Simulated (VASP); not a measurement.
# BeMo (Fm-3m) in VASP: relaxation of cell and atoms with PBE

Aim: the relaxation of cell and atoms of BeMo with PBE.

Everything below comes from runs of VASP 6.6.1. Logs are shortened: lines on timing, memory, paths and dates and some standing lists are left out, and cuts for length are marked.

## 1. The cell of the first run

Symmetry: Fm-3m, No. 225, cubic system. The conventional cell has a = 4.613 Å, b = 4.613 Å, c = 4.613 Å, α = 90.00°, β = 90.00°, γ = 90.00°. Be (site symmetry m-3m) has 6 Mo at 2.31 Å within 3.0 Å. Within 3.0 Å of Mo (site symmetry m-3m) lie 6 Be at 2.31 Å.

## 2. Relaxation of cell and atoms, PBE

INCAR reads:

```
ALGO     = Normal         # electronic algorithm
EDIFF    = 1E-7           # SCF threshold, eV
EDIFFG   = -0.01          # ionic threshold
ENCUT    = 600            # plane-wave cutoff, eV
GGA      = PE             # functional
IBRION   = 2              # ionic algorithm
ISIF     = 3              # what is computed and relaxed
ISMEAR   = 0              # smearing method
LASPH    = T              # aspherical terms in the spheres
LCHARG   = F              # write CHGCAR
LREAL    = F              # projectors in reciprocal space
LWAVE    = F              # write WAVECAR
NELM     = 100            # most SCF steps
NSW      = 100            # ionic steps
PREC     = Accurate       # precision mode
SIGMA    = 0.1            # smearing width, eV
```

KPOINTS reads:

```
k-points
0
Gamma
  20 20 20
```

POSCAR reads:

```
BeMo
1.0
    0.0000000000      2.3063577022      2.3063577022
    2.3063577022      0.0000000000      2.3063577022
    2.3063577022      2.3063577022      0.0000000000
Be Mo
1 1
Direct
    0.0000000000      0.0000000000      0.0000000000
    0.5000000000      0.5000000000      0.5000000000
```

Potentials or basis: VASP PAW PBE potentials, release 64 (Be, Mo_sv).

Command:

```
$ cat potpaw_PBE.64/Be/POTCAR potpaw_PBE.64/Mo_sv/POTCAR > POTCAR
$ mpirun -np 1 vasp_std > vasp.out
```

OUTCAR:

```text
EDIFF = 1E-7
   EDIFFG = -0.01
   ENCUT = 600
   GGA = PE
   IBRION = 2
   ISIF = 3
   ISMEAR = 0
   LASPH = T
   LREAL = F
   NELM = 100
   NSW = 100
   PREC = Accurate

 ion  position               nearest neighbor table
   1  0.000  0.000  0.000-   2 2.31   2 2.31   2 2.31   2 2.31   2 2.31   2 2.31
   2  0.500  0.500  0.500-   1 2.31   1 2.31   1 2.31   1 2.31   1 2.31   1 2.31

  LATTYP: Found a face centered cubic cell.
 ALAT       =     4.6127154044

  Lattice vectors:

 A1 = (   0.0000000000,   2.3063577022,   2.3063577022)
 A2 = (   2.3063577022,   0.0000000000,   2.3063577022)
 A3 = (   2.3063577022,   2.3063577022,   0.0000000000)

Analysis of symmetry for initial positions (statically):
=====================================================================
 Subroutine PRICEL returns:
 Original cell was already a primitive cell.

 Routine SETGRP: Setting up the symmetry group for a
 face centered cubic supercell.

 Subroutine GETGRP returns: Found 48 space group operations
 (whereof 48 operations were pure point group operations)
 out of a pool of 48 trial point group operations.

The static configuration has the point symmetry O_h .

Analysis of symmetry for dynamics (positions and initial velocities):
=====================================================================
 Subroutine PRICEL returns:
 Original cell was already a primitive cell.

 Routine SETGRP: Setting up the symmetry group for a
 face centered cubic supercell.

 Subroutine GETGRP returns: Found 48 space group operations
 (whereof 48 operations were pure point group operations)
 out of a pool of 48 trial point group operations.

The dynamic configuration has the point symmetry O_h .

 Subroutine INISYM returns: Found 48 space group operations
 (whereof 48 operations are pure point group operations),
 and found     1 'primitive' translations

----------------------------------------------------------------------------------------

                                     Primitive cell

  volume of cell :      24.5364

  direct lattice vectors                    reciprocal lattice vectors
     0.000000000  2.306357702  2.306357702    -0.216792044  0.216792044  0.216792044
     2.306357702  0.000000000  2.306357702     0.216792044 -0.216792044  0.216792044
     2.306357702  2.306357702  0.000000000     0.216792044  0.216792044 -0.216792044

  length of vectors
     3.261682342  3.261682342  3.261682342     0.375494835  0.375494835  0.375494835

  position of ions in fractional coordinates (direct lattice)
     0.000000000  0.000000000  0.000000000
     0.500000000  0.500000000  0.500000000

  ion indices of the primitive-cell ions
   primitive index   ion index
                 1           1
                 2           2

----------------------------------------------------------------------------------------

 KPOINTS: k-points

Automatic generation of k-mesh.
 Grid dimensions read from file:
 generate k-points for:   20   20   20

 Generating k-lattice:

  Cartesian coordinates                     Fractional coordinates (reciprocal lattice)
    -0.010839602  0.010839602  0.010839602     0.050000000  0.000000000  0.000000000
     0.010839602 -0.010839602  0.010839602     0.000000000  0.050000000  0.000000000
     0.010839602  0.010839602 -0.010839602     0.000000000  0.000000000  0.050000000

  Length of vectors
     0.018774742  0.018774742  0.018774742

  Shift w.r.t. Gamma in fractional coordinates (k-lattice)
     0.000000000  0.000000000  0.000000000

 Subroutine IBZKPT returns following result:
 ===========================================

 Found    256 irreducible k-points:

 Following reciprocal coordinates:
            Coordinates               Weight
  0.000000  0.000000  0.000000      1.000000
  0.050000  0.000000  0.000000      8.000000
  0.100000  0.000000  0.000000      8.000000
  0.150000  0.000000  0.000000      8.000000
  0.200000  0.000000  0.000000      8.000000
  0.250000  0.000000  0.000000      8.000000
[... 16 lines left out ...]
 -0.400000  0.050000  0.000000     24.000000
 -0.350000  0.050000  0.000000     24.000000
 [... further k-points ...]
   k-points           NKPTS =    256   k-points in BZ     NKDIM =    256   number of bands    NBANDS=     12
   number of dos      NEDOS =    301   number of ions     NIONS =      2
   total plane-waves  NPLWV =  21952
   dimension x,y,z NGX =    28 NGY =   28 NGZ =   28
   dimension x,y,z NGXF=    56 NGYF=   56 NGZF=   56
   ions per type =               1   1
   NGX,Y,Z   is equivalent  to a cutoff of  14.27, 14.27, 14.27 a.u.
   NGXF,Y,Z  is equivalent  to a cutoff of  28.54, 28.54, 28.54 a.u.
 SYSTEM =  unknown system
   PREC   = accura    normal or accurate (medium, high low for compatibility)
   ISTART =      0    job   : 0-new  1-cont  2-samecut
   ICHARG =      2    charge: 1-file 2-atom 10-const
   ISPIN  =      1    spin polarized calculation?
   LNONCOLLINEAR =      F non collinear calculations
   LSORBIT =      F    spin-orbit coupling
   LASPH  =      T    aspherical Exc in radial PAW
   ENCUT  =  600.0 eV  44.10 Ry    6.64 a.u.   6.51  6.51  6.51*2*pi/ulx,y,z
   NELM   =    100;   NELMIN=  2; NELMDL= -5     # of ELM steps
   EDIFF  = 0.1E-06   stopping-criterion for ELM
   LREAL  =      F    real-space projection
   EDIFFG = -.1E-01   stopping-criterion for IOM
   NSW    =    100    number of steps for IOM
   IBRION =      2    ionic relax: 0-MD 1-quasi-New 2-CG
   NFREE  =      1    steps in history (QN), initial steepest desc. (CG)
   ISIF   =      3    stress and relaxation
   ISYM   =      2    0-nonsym 1-usesym 2-fastsym
   POTIM  = 0.5000    time-step for ionic-motion
   TEBEG  =    0.0;   TEEND  =   0.0 temperature during run
   PSTRESS=    0.0 pullay stress
   NELECT =      16.0000    total number of electrons
   NUPDOWN=      -1.0000    fix difference up-down
   EMIN   =  10.00;   EMAX   =-10.00  energy-range for DOS
   EFERMI =   0.00;   METHOD = LEGACY
   ISMEAR =     0;   SIGMA  =   0.10  broadening in eV -4-tet -1-fermi 0-gaus
   EFERMI_NEDOS =   21; number of points for ismear=-14 and -15
   IALGO  =     38    algorithm
   IMIX   =      4    mixing-type and parameters
     AMIX     =   0.40;   BMIX     =  1.00
     AMIX_MAG =   1.60;   BMIX_MAG =  1.00
  volume/ion in A,a.u.               =      12.27        82.79
  Fermi-wavevector in a.u.,A,eV,Ry     =   1.419640  2.682730 27.420870  2.015377
  Thomas-Fermi vector in A             =   2.540639
   LORBIT       =      0    0 simple, 1 ext, 2 COOP (PROOUT), +10 PAW based schemes
   GGA     = PE    functional components
   LHFCALC =     F    Hartree Fock is set to
   AEXX    =    0.0000 exact exchange contribution
   IVDW    =     0    specifies the selected vdW correction
   LEPSILON=     F    determine dielectric tensor
   LRPA    =     F    only Hartree local field effects (RPA)
 conjugate gradient relaxation of ions
 non-spin polarized calculation
 Gauss-broadening in eV      SIGMA  =   0.10
  energy-cutoff  :      600.00
  volume of cell :       24.54
 maximum number of plane-waves:       869
 NGX is ok and might be reduce to    28
   NGX = 13   NGY = 13   NGZ = 13

 number of electron      16.0000000 magnetization

 Free energy of the ion-electron system (eV)
  ---------------------------------------------------
  ext. energy  EPLUGINS =         0.00000000
  ---------------------------------------------------
  free energy    TOTEN  =       -14.13621719 eV

  energy without entropy =      -14.13318084  energy(sigma->0) =      -14.13469901

 E-fermi :   9.2361     XC(G=0): -12.2133

 val. band max:        9.1804275517   @ k =   0.4000   0.3000   0.0500
 cond. band min:       9.2390258494   @ k =   0.2500   0.2500   0.0000
 fundamental gap:      0.0585982977
 Fermi energy:         9.2361411344

 k-point     1 :       0.0000    0.0000    0.0000
  band No.  band energies     occupation
      1     -51.3859      2.00000
      2     -25.3059      2.00000
      3     -25.3059      2.00000
      4     -25.3059      2.00000
      5       1.6139      2.00000
      6       8.4472      2.00000
      7       8.4472      2.00000
      8       8.4472      2.00000
      9       9.5915      0.00000
     10       9.5915      0.00000
     11      15.7777      0.00000
     12      15.7777      0.00000

 k-point     2 :       0.0500    0.0000    0.0000
  band No.  band energies     occupation
      1     -51.3850      2.00000
      2     -25.3146      2.00000
      3     -25.3070      2.00000
      4     -25.3070      2.00000
      5       1.6746      2.00000
      6       8.3816      2.00000
      7       8.4704      2.00000
      8       8.4704      2.00000
      9       9.5182      0.00007
     10       9.5182      0.00007
     11      15.7686      0.00000
     12      15.9411      0.00000

 k-point     3 :       0.1000    0.0000    0.0000
  band No.  band energies     occupation
      1     -51.3823      2.00000
      2     -25.3399      2.00000
      3     -25.3102      2.00000
      4     -25.3102      2.00000
      5       1.8531      2.00000
      6       8.2009      2.00000
      7       8.5076      2.00000
      8       8.5076      2.00000
      9       9.3598      0.08042
     10       9.3598      0.08042
     11      15.7338      0.00000
     12      16.3980      0.00000
[... 286 lines left out ...]
 k-point    23 :      -0.4000    0.0500    0.0000
  band No.  band energies     occupation
      1     -51.3497      2.00000
      2     -25.6293      2.00000
      3     -25.3567      2.00000
      4     -25.3465      2.00000
      5       4.1551      2.00000
      6       6.9790      2.00000
      7       7.0654      2.00000
      8       7.3505      2.00000
      9      10.7750      0.00000
     10      11.0754      0.00000
     11      14.0091      0.00000
     12      19.5537      0.00000

 k-point    24 :      -0.3500    0.0500    0.0000
  band No.  band energies     occupation
      1     -51.3534      2.00000
      2     -25.5963      2.00000
      3     -25.3535      2.00000
      4     -25.3408      2.00000
      5       3.9150      2.00000
      6       7.1013      2.00000
      7       7.2131      2.00000
      8       7.3172      2.00000
      9      10.4323      0.00000
     10      10.8266      0.00000
     11      14.4488      0.00000
     12      19.8692      0.00000

 [... further k-points ...]

------------------------ aborting loop because EDIFF is reached ----------------------------------------

  FORCE on cell =-STRESS in cart. coord.  units (eV):
  Direction    XX          YY          ZZ          XY          YZ          ZX
  --------------------------------------------------------------------------------------
  -------------------------------------------------------------------------------------
  Total       -0.0099804     -0.0099804     -0.0099804      0.0000000     -0.0000000      0.0000000
  in kB       -0.6516993     -0.6516993     -0.6516993      0.0000000     -0.0000000      0.0000000
  external PRESSURE =      -0.6516993 kB  Pullay stress =       0.0000000 kB

 VOLUME and BASIS-vectors are now :
 -----------------------------------------------------------------------------
  energy-cutoff  :      600.00
  volume of cell :       24.54
      direct lattice vectors                 reciprocal lattice vectors
     0.000000000  2.306357702  2.306357702    -0.216792044  0.216792044  0.216792044
     2.306357702  0.000000000  2.306357702     0.216792044 -0.216792044  0.216792044
     2.306357702  2.306357702  0.000000000     0.216792044  0.216792044 -0.216792044

 POSITION                                       TOTAL-FORCE (eV/Angst)
 -----------------------------------------------------------------------------------
      0.00000      0.00000      0.00000        -0.000000     -0.000000     -0.000000
      2.30636      2.30636      2.30636         0.000000      0.000000      0.000000
 -----------------------------------------------------------------------------------
    total drift:                                0.000000      0.000000      0.000000

  FREE ENERGIE OF THE ION-ELECTRON SYSTEM (eV)
  ---------------------------------------------------
  free  energy   TOTEN  =       -14.1362171885 eV

  energy  without entropy=      -14.1331808414  energy(sigma->0) =      -14.13469901

 reached required accuracy - stopping structural energy minimisation
```

Wall time 44 s (1 thread of Intel Xeon 6975P-C (Granite Rapids), shared host); peak memory 0.24 GiB.

What came out:

- Free energy: -14.1362 eV
- Pressure after relaxing: -0.1 GPa
- Band gap on the k mesh: zero (bands 8 and 9 overlap by 2.08 eV)

Final structure:
```yaml
crystal:
  lattice:
    - [0.00000, 2.30636, 2.30636]
    - [2.30636, 0.00000, 2.30636]
    - [2.30636, 2.30636, 0.00000]
  atoms:
    - { symbol: Be, position: [0.00000, 0.00000, 0.00000] }
    - { symbol: Mo, position: [0.50000, 0.50000, 0.50000] }
```

Levels at points of the mesh, in eV from the Fermi level:
| k point | band 4 | band 5 | band 6 | band 7 | band 8 | band 9 | band 10 | band 11 | band 12 |
| --- | --- | --- | --- | --- | --- | --- | --- | --- | --- |
| (0.00, 0.00, 0.00) | -34.54 | -7.62 | -0.79 | -0.79 | -0.79 | 0.36 | 0.36 | 6.54 | 6.54 |
| (0.50, 0.00, 0.00) | -34.59 | -5.00 | -2.28 | -2.28 | -1.78 | 1.88 | 1.88 | 4.44 | 9.95 |
| (0.50, 0.50, 0.00) | -34.67 | -4.84 | -3.01 | -1.09 | 1.55 | 2.52 | 2.52 | 3.63 | 3.63 |

Caveat: the relaxation stopped at its first step, so nothing moved.

The gap in the log of VASP goes by the Fermi energy; the results here count the filled bands.